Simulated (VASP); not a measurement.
# Al2Cu in VASP: notebook

Al2Cu is run at these levels: PBEsol; tasks: single point.

All numbers are computed with VASP 6.6.1; they aren't measurements. Logs are shortened: lines on timing, memory, paths and dates and some standing lists are left out, and cuts for length are marked.

## Step 1: The cell of the first run

The structure is tetragonal, space group P4/mmm (No. 123). Conventional cell: a = 4.084 Å, b = 4.084 Å, c = 2.846 Å, α = 90.00°, β = 90.00°, γ = 90.00°. Al (site symmetry mmm) has 4 Cu at 2.49 Å and 6 Al at 2.85 to 2.89 Å within 3.3 Å. Cu (site symmetry 4/mmm) has 8 Al at 2.49 Å and 2 Cu at 2.85 Å within 3.3 Å.

## Step 2: Single point, PBEsol

Contents of INCAR:

```
SYSTEM = Al2Cu
ALGO = Normal ; EDIFF = 1E-6
ENCUT = 520 ; GGA = PS
ISIF = 2 ; ISMEAR = 0
LASPH = .True. ; LCHARG = .False.
LREAL = .False. ; LWAVE = .False.
NBANDS = 16 ; NELM = 100
PREC = Accurate ; SIGMA = 0.15
```

Contents of KPOINTS:

```
k-points
0
Gamma
  10 10 14
  0 0 0
```

Contents of POSCAR:

```
Al2Cu
1.0
    4.0842078946      0.0000000000      0.0000000000
    0.0000000000      4.0842078946      0.0000000000
    0.0000000000      0.0000000000      2.8458943809
Al Cu
2 1
Direct
    0.5000000000      0.0000000000      0.5000000000
    0.0000000000      0.5000000000      0.5000000000
    0.0000000000      0.0000000000      0.0000000000
```

Potentials or basis: VASP PAW PBE potentials, release 64 (Al, Cu).

Started as:

```console
$ cat potpaw_PBE.64/Al/POTCAR potpaw_PBE.64/Cu/POTCAR > POTCAR
$ mpirun -np 1 vasp_std > vasp.out
```

OUTCAR:

```text
SYSTEM = Al2Cu
   EDIFF = 1E-6
   ENCUT = 520
   GGA = PS
   ISIF = 2
   ISMEAR = 0
   LASPH = .True.
   LREAL = .False.
   NELM = 100
   PREC = Accurate

 ion  position               nearest neighbor table
   1  0.500  0.000  0.500-   3 2.49   3 2.49   3 2.49   3 2.49   2 2.89   2 2.89   2 2.89   2 2.89

   2  0.000  0.500  0.500-   3 2.49   3 2.49   3 2.49   3 2.49   1 2.89   1 2.89   1 2.89   1 2.89

   3  0.000  0.000  0.000-   1 2.49   2 2.49   1 2.49   2 2.49   2 2.49   2 2.49   1 2.49   1 2.49

  LATTYP: Found a simple tetragonal cell.
 ALAT       =     4.0842078946
 C/A-ratio  =     0.6968044856

  Lattice vectors:

 A1 = (   4.0842078946,   0.0000000000,   0.0000000000)
 A2 = (   0.0000000000,   4.0842078946,   0.0000000000)
 A3 = (   0.0000000000,   0.0000000000,   2.8458943809)

Analysis of symmetry for initial positions (statically):
=====================================================================
 Subroutine PRICEL returns:
 Original cell was already a primitive cell.

 Routine SETGRP: Setting up the symmetry group for a
 simple tetragonal supercell.

 Subroutine GETGRP returns: Found 16 space group operations
 (whereof 16 operations were pure point group operations)
 out of a pool of 16 trial point group operations.

The static configuration has the point symmetry D_4h.

Analysis of symmetry for dynamics (positions and initial velocities):
=====================================================================
 Subroutine PRICEL returns:
 Original cell was already a primitive cell.

 Routine SETGRP: Setting up the symmetry group for a
 simple tetragonal supercell.

 Subroutine GETGRP returns: Found 16 space group operations
 (whereof 16 operations were pure point group operations)
 out of a pool of 16 trial point group operations.

The dynamic configuration has the point symmetry D_4h.

 Subroutine INISYM returns: Found 16 space group operations
 (whereof 16 operations are pure point group operations),
 and found     1 'primitive' translations

----------------------------------------------------------------------------------------

                                     Primitive cell

  volume of cell :      47.4717

  direct lattice vectors                    reciprocal lattice vectors
     4.084207895  0.000000000  0.000000000     0.244845519  0.000000000  0.000000000
     0.000000000  4.084207895  0.000000000     0.000000000  0.244845519  0.000000000
     0.000000000  0.000000000  2.845894381     0.000000000  0.000000000  0.351383385

  length of vectors
     4.084207895  4.084207895  2.845894381     0.244845519  0.244845519  0.351383385

  position of ions in fractional coordinates (direct lattice)
     0.500000000  0.000000000  0.500000000
     0.000000000  0.500000000  0.500000000
     0.000000000  0.000000000  0.000000000

  ion indices of the primitive-cell ions
   primitive index   ion index
                 1           1
                 2           2
                 3           3

----------------------------------------------------------------------------------------

 KPOINTS: k-points

Automatic generation of k-mesh.
 Grid dimensions read from file:
 generate k-points for:   10   10   14

 Generating k-lattice:

  Cartesian coordinates                     Fractional coordinates (reciprocal lattice)
     0.024484552  0.000000000  0.000000000     0.100000000  0.000000000  0.000000000
     0.000000000  0.024484552  0.000000000     0.000000000  0.100000000  0.000000000
     0.000000000  0.000000000  0.025098813     0.000000000  0.000000000  0.071428571

  Length of vectors
     0.024484552  0.024484552  0.025098813

  Shift w.r.t. Gamma in fractional coordinates (k-lattice)
     0.000000000  0.000000000  0.000000000

 Subroutine IBZKPT returns following result:
 ===========================================

 Found    168 irreducible k-points:

 Following reciprocal coordinates:
            Coordinates               Weight
  0.000000  0.000000  0.000000      1.000000
  0.100000  0.000000  0.000000      4.000000
  0.200000  0.000000  0.000000      4.000000
  0.300000  0.000000  0.000000      4.000000
  0.400000  0.000000  0.000000      4.000000
  0.500000  0.000000  0.000000      2.000000
[... 16 lines left out ...]
  0.100000  0.000000  0.071429      8.000000
  0.200000  0.000000  0.071429      8.000000
 [... further k-points ...]
   k-points           NKPTS =    168   k-points in BZ     NKDIM =    168   number of bands    NBANDS=     16
   number of dos      NEDOS =    301   number of ions     NIONS =      3
   total plane-waves  NPLWV =  21600
   dimension x,y,z NGX =    30 NGY =   30 NGZ =   24
   dimension x,y,z NGXF=    60 NGYF=   60 NGZF=   48
   ions per type =               2   1
   NGX,Y,Z   is equivalent  to a cutoff of  12.21, 12.21, 14.02 a.u.
   NGXF,Y,Z  is equivalent  to a cutoff of  24.42, 24.42, 28.04 a.u.
 SYSTEM =  Al2Cu
   PREC   = accura    normal or accurate (medium, high low for compatibility)
   ISTART =      0    job   : 0-new  1-cont  2-samecut
   ICHARG =      2    charge: 1-file 2-atom 10-const
   ISPIN  =      1    spin polarized calculation?
   LNONCOLLINEAR =      F non collinear calculations
   LSORBIT =      F    spin-orbit coupling
   LASPH  =      T    aspherical Exc in radial PAW
   ENCUT  =  520.0 eV  38.22 Ry    6.18 a.u.   7.59  7.59  5.29*2*pi/ulx,y,z
   NELM   =    100;   NELMIN=  2; NELMDL= -5     # of ELM steps
   EDIFF  = 0.1E-05   stopping-criterion for ELM
   LREAL  =      F    real-space projection
   EDIFFG = 0.1E-04   stopping-criterion for IOM
   NSW    =      0    number of steps for IOM
   IBRION =     -1    ionic relax: 0-MD 1-quasi-New 2-CG
   NFREE  =      0    steps in history (QN), initial steepest desc. (CG)
   ISIF   =      2    stress and relaxation
   ISYM   =      2    0-nonsym 1-usesym 2-fastsym
   POTIM  = 0.5000    time-step for ionic-motion
   TEBEG  =    0.0;   TEEND  =   0.0 temperature during run
   PSTRESS=    0.0 pullay stress
   NELECT =      17.0000    total number of electrons
   NUPDOWN=      -1.0000    fix difference up-down
   EMIN   =  10.00;   EMAX   =-10.00  energy-range for DOS
   EFERMI =   0.00;   METHOD = LEGACY
   ISMEAR =     0;   SIGMA  =   0.15  broadening in eV -4-tet -1-fermi 0-gaus
   EFERMI_NEDOS =   21; number of points for ismear=-14 and -15
   IALGO  =     38    algorithm
   IMIX   =      4    mixing-type and parameters
     AMIX     =   0.40;   BMIX     =  1.00
     AMIX_MAG =   1.60;   BMIX_MAG =  1.00
  volume/ion in A,a.u.               =      15.82       106.78
  Fermi-wavevector in a.u.,A,eV,Ry     =   1.162554  2.196908 18.388694  1.351531
  Thomas-Fermi vector in A             =   2.299113
   LORBIT       =      0    0 simple, 1 ext, 2 COOP (PROOUT), +10 PAW based schemes
   GGA     = PS    functional components
   LHFCALC =     F    Hartree Fock is set to
   AEXX    =    0.0000 exact exchange contribution
   IVDW    =     0    specifies the selected vdW correction
   LEPSILON=     F    determine dielectric tensor
   LRPA    =     F    only Hartree local field effects (RPA)
 non-spin polarized calculation
 Gauss-broadening in eV      SIGMA  =   0.15
  energy-cutoff  :      520.00
  volume of cell :       47.47
 maximum number of plane-waves:      1294
   NGX = 15   NGY = 15   NGZ = 11

 number of electron      16.9999981 magnetization

 Free energy of the ion-electron system (eV)
  ---------------------------------------------------
  ext. energy  EPLUGINS =         0.00000000
  ---------------------------------------------------
  free energy    TOTEN  =       -12.57212508 eV

  energy without entropy =      -12.56213014  energy(sigma->0) =      -12.56712761

 E-fermi :   7.3195     XC(G=0): -10.5935

 val. band max:        7.3103836634   @ k =   0.4000   0.4000   0.4286
 cond. band min:       7.3289062913   @ k =   0.2000   0.1000   0.5000
 fundamental gap:      0.0185226278
 Fermi energy:         7.3194839683

 k-point     1 :       0.0000    0.0000    0.0000
  band No.  band energies     occupation
      1      -3.3727      2.00000
      2       1.7857      2.00000
      3       2.2944      2.00000
      4       2.9813      2.00000
      5       3.2026      2.00000
      6       3.2026      2.00000
[... 8 lines left out ...]
     15      14.5580      0.00000
     16      20.1667      0.00000

 k-point     2 :       0.1000    0.0000    0.0000
  band No.  band energies     occupation
      1      -3.2876      2.00000
      2       1.7376      2.00000
      3       2.2741      2.00000
      4       2.9549      2.00000
      5       3.1997      2.00000
      6       3.2030      2.00000
[... 8 lines left out ...]
     15      15.6385      0.00000
     16      19.8411      0.00000

 k-point     3 :       0.2000    0.0000    0.0000
  band No.  band energies     occupation
      1      -3.0360      2.00000
      2       1.4721      2.00000
      3       2.2290      2.00000
      4       2.8928      2.00000
      5       3.1923      2.00000
      6       3.2042      2.00000
[... 8 lines left out ...]
     15      17.4105      0.00000
     16      19.0345      0.00000

 k-point     4 :       0.3000    0.0000    0.0000
  band No.  band energies     occupation
      1      -2.6328      2.00000
      2       0.8096      2.00000
      3       2.2132      2.00000
      4       2.8268      2.00000
      5       3.0491      2.00000
      6       3.1833      2.00000
[... 8 lines left out ...]
     15      18.1085      0.00000
     16      19.3426      0.00000
[... 324 lines left out ...]
 k-point    22 :       0.0000    0.0000    0.0714
  band No.  band energies     occupation
      1      -3.2770      2.00000
      2       1.8182      2.00000
      3       2.3321      2.00000
      4       2.9909      2.00000
      5       3.1040      2.00000
      6       3.1040      2.00000
[... 8 lines left out ...]
     15      15.9163      0.00000
     16      19.2546      0.00000

 k-point    23 :       0.1000    0.0000    0.0714
  band No.  band energies     occupation
      1      -3.1921      2.00000
      2       1.7713      2.00000
      3       2.3127      2.00000
      4       2.9627      2.00000
      5       3.0921      2.00000
      6       3.1106      2.00000
[... 8 lines left out ...]
     15      16.3374      0.00000
     16      18.7080      0.00000

 k-point    24 :       0.2000    0.0000    0.0714
  band No.  band energies     occupation
      1      -2.9408      2.00000
      2       1.5151      2.00000
      3       2.2675      2.00000
      4       2.9017      2.00000
      5       3.0496      2.00000
      6       3.1203      2.00000
[... 8 lines left out ...]
     15      17.4699      0.00000
     16      17.7697      0.00000

 [... further k-points ...]
[... 5 lines left out ...]
  --------------------------------------------------------------------------------------
  -------------------------------------------------------------------------------------
  Total        0.0763404      0.0763404      0.0831354      0.0000000     -0.0000000      0.0000000
  in kB        2.5765035      2.5765035      2.8058336      0.0000000     -0.0000000      0.0000000
  external PRESSURE =       2.6529468 kB  Pullay stress =       0.0000000 kB

 VOLUME and BASIS-vectors are now :
 -----------------------------------------------------------------------------
  energy-cutoff  :      520.00
  volume of cell :       47.47
      direct lattice vectors                 reciprocal lattice vectors
     4.084207895  0.000000000  0.000000000     0.244845519  0.000000000  0.000000000
     0.000000000  4.084207895  0.000000000     0.000000000  0.244845519  0.000000000
     0.000000000  0.000000000  2.845894381     0.000000000  0.000000000  0.351383385

 POSITION                                       TOTAL-FORCE (eV/Angst)
 -----------------------------------------------------------------------------------
      2.04210      0.00000      1.42295         0.000000      0.000000      0.000000
      0.00000      2.04210      1.42295         0.000000      0.000000      0.000000
      0.00000      0.00000      0.00000         0.000000      0.000000      0.000000
 -----------------------------------------------------------------------------------
    total drift:                                0.000000      0.000000      0.000000

  FREE ENERGIE OF THE ION-ELECTRON SYSTEM (eV)
  ---------------------------------------------------
  free  energy   TOTEN  =       -12.5721250758 eV

  energy  without entropy=      -12.5621301386  energy(sigma->0) =      -12.56712761
```

It took 50 s on 1 thread of Intel Xeon 6975P-C (Granite Rapids), shared host; peak memory 0.24 GiB.

Results:

* Free energy: -12.5721 eV
* Pressure: 0.3 GPa

Levels at points of the mesh, in eV from the Fermi level:
| k point | band 5 | band 6 | band 7 | band 8 | band 9 | band 10 | band 11 | band 12 | band 13 | band 14 |
| --- | --- | --- | --- | --- | --- | --- | --- | --- | --- | --- |
| (0.00, 0.00, 0.00) | -4.12 | -4.12 | -2.46 | -2.46 | -0.08 | 0.83 | 6.18 | 6.18 | 6.33 | 7.05 |
| (0.50, 0.00, 0.00) | -4.42 | -4.15 | -4.11 | -1.14 | 1.55 | 1.69 | 1.92 | 7.73 | 8.37 | 9.40 |
| (0.50, 0.50, 0.00) | -4.46 | -4.30 | -4.14 | -4.14 | -2.47 | 8.58 | 8.58 | 9.62 | 9.97 | 10.18 |
| (0.00, 0.00, 0.50) | -4.87 | -4.14 | -3.01 | 2.52 | 2.64 | 2.64 | 2.73 | 2.73 | 3.15 | 3.89 |
| (0.50, 0.00, 0.50) | -4.23 | -4.21 | -3.12 | -2.46 | -1.64 | 3.75 | 3.98 | 4.49 | 5.11 | 6.06 |
| (0.50, 0.50, 0.50) | -3.99 | -3.51 | -2.31 | -2.31 | -0.84 | -0.83 | 0.05 | 0.05 | 2.36 | 11.80 |

Caveat: the PAW data sets were made with another functional, which shifts forces and pressure a little.

## Step 3: Single point, PBEsol (mode 4 frozen in at +0.000 Å and mode 9 at -0.045 Å (largest displacements))

Contents of INCAR:

```
PREC = Accurate
ENCUT = 520
EDIFF = 1E-6
ISMEAR = 0
SIGMA = 0.15
LREAL = False
LASPH = True
NELM = 60
ALGO = Fast
ISIF = 2
LWAVE = False
LCHARG = True
GGA = PS
LELF = True
LVHAR = True
NBANDS = 16
```

Contents of KPOINTS:

```
regular mesh
0
Gamma
  10 10 14
```

Contents of POSCAR:

```
Al2Cu
1.0
    4.0842078946      0.0000000000      0.0000000000
    0.0000000000      4.0842078946      0.0000000000
    0.0000000000      0.0000000000      2.8458943809
Al Cu
2 1
Direct
    0.5000000000      0.0025990588      0.5000000000
    0.0000000000      0.4889084980      0.5000000000
    0.0000000000      0.0036058789      0.0000000000
```

Potentials or basis: VASP PAW PBE potentials, release 64 (Al, Cu).

Started as:

```console
$ cat potpaw_PBE.64/Al/POTCAR potpaw_PBE.64/Cu/POTCAR > POTCAR
$ mpirun -np 1 vasp_std > vasp.out
```

Wall time 1.8 min (1 thread of Intel Xeon 6975P-C (Granite Rapids), shared host); peak memory 0.31 GiB.

It converged, with:

* Free energy: -12.5554 eV
* Pressure: 0.2 GPa
* Largest force: 0.566 eV/Å

Forces in eV/Å, atoms in the order of the input:
```
Al   0.000 -0.133  0.000
Al   0.000  0.566  0.000
Cu   0.000 -0.433  0.000
```

Stress tensor (GPa, compression positive):
```
0.06 0.00 0.00
0.00 0.25 0.00
0.00 0.00 0.21
```

Levels at points of the mesh, in eV from the Fermi level:
| k point | band 7 | band 8 | band 9 | band 10 | band 11 | band 12 |
| --- | --- | --- | --- | --- | --- | --- |
| (0.00, 0.00, 0.00) | -2.47 | -2.46 | -0.08 | 0.82 | 6.18 | 6.18 |
| (0.50, 0.00, 0.00) | -4.12 | -1.14 | 1.54 | 1.71 | 1.91 | 7.72 |
| (0.00, 0.50, 0.00) | -4.12 | -1.15 | 1.56 | 1.69 | 1.93 | 7.72 |
| (0.50, 0.50, 0.00) | -4.15 | -4.14 | -2.47 | 8.58 | 8.58 | 9.59 |
| (0.00, 0.00, 0.50) | -3.02 | 2.50 | 2.64 | 2.64 | 2.72 | 2.75 |
| (0.50, 0.00, 0.50) | -3.12 | -2.47 | -1.65 | 3.75 | 3.99 | 4.45 |
| (0.00, 0.50, 0.50) | -3.12 | -2.46 | -1.65 | 3.73 | 3.98 | 4.51 |
| (0.50, 0.50, 0.50) | -2.31 | -2.31 | -0.84 | -0.82 | 0.05 | 0.06 |

Caveat: the cell differs from its parent crystal (mode 4 frozen in at +0.000 Å and mode 9 at -0.045 Å (largest displacements)); the PAW data sets were made with another functional, which shifts forces and pressure a little.

## Step 4: Single point, PBEsol (mode 4 frozen in at +0.000 Å and mode 9 at -0.091 Å (largest displacements))

Contents of INCAR:

```
SYSTEM = Al2Cu
  PREC = Accurate
  ENCUT = 520
  EDIFF = 1E-6
  ISMEAR = 0
  SIGMA = 0.15
  LREAL = .False.
  LASPH = .True.
  NELM = 60
  ALGO = Fast
  ISIF = 2
  LWAVE = .False.
  LCHARG = .False.
  GGA = PS
  NBANDS = 16
```

Contents of KPOINTS:

```
regular mesh
0
Gamma
  10 10 14
  0 0 0
```

Contents of POSCAR:

```
Al2Cu
1.0
    4.0842078946      0.0000000000      0.0000000000
    0.0000000000      4.0842078946      0.0000000000
    0.0000000000      0.0000000000      2.8458943809
Al Cu
2 1
Direct
    0.5000000000      0.0052038551      0.5000000000
    0.0000000000      0.4777925115      0.5000000000
    0.0000000000      0.0072197178      0.0000000000
```

Started as:

```console
$ cat potpaw_PBE.64/Al/POTCAR potpaw_PBE.64/Cu/POTCAR > POTCAR
$ mpirun -np 1 vasp_std > vasp.out
```

Wall time 1.7 min (1 thread of Intel Xeon 6975P-C (Granite Rapids), shared host); peak memory 0.32 GiB.

It converged, with:

```yaml
Free_energy: -12.5048 eV
Pressure: 0.9 GPa
Largest_force: 1.149 eV/Å
```

Forces on the atoms (eV/Å):
```
Al   0.000 -0.268  0.000
Al   0.000  1.149  0.000
Cu   0.000 -0.881  0.000
```

Stress tensor (GPa, compression positive):
```
0.51 0.00 0.00
0.00 1.26 0.00
0.00 0.00 1.03
```

Levels at points of the mesh, in eV from the Fermi level:
| k point | band 7 | band 8 | band 9 | band 10 | band 11 | band 12 |
| --- | --- | --- | --- | --- | --- | --- |
| (0.00, 0.00, 0.00) | -2.48 | -2.44 | -0.08 | 0.81 | 6.19 | 6.20 |
| (0.50, 0.00, 0.00) | -4.15 | -1.11 | 1.52 | 1.74 | 1.90 | 7.71 |
| (0.00, 0.50, 0.00) | -4.13 | -1.18 | 1.59 | 1.67 | 1.95 | 7.68 |
| (0.50, 0.50, 0.00) | -4.17 | -4.16 | -2.47 | 8.56 | 8.59 | 9.51 |
| (0.00, 0.00, 0.50) | -3.04 | 2.46 | 2.63 | 2.63 | 2.71 | 2.82 |
| (0.50, 0.00, 0.50) | -3.12 | -2.49 | -1.65 | 3.76 | 4.01 | 4.35 |
| (0.00, 0.50, 0.50) | -3.11 | -2.44 | -1.65 | 3.68 | 3.95 | 4.56 |
| (0.50, 0.50, 0.50) | -2.32 | -2.32 | -0.85 | -0.80 | 0.06 | 0.07 |

Caveat: the cell differs from its parent crystal (mode 4 frozen in at +0.000 Å and mode 9 at -0.091 Å (largest displacements)); the PAW data sets were made with another functional, which shifts forces and pressure a little.
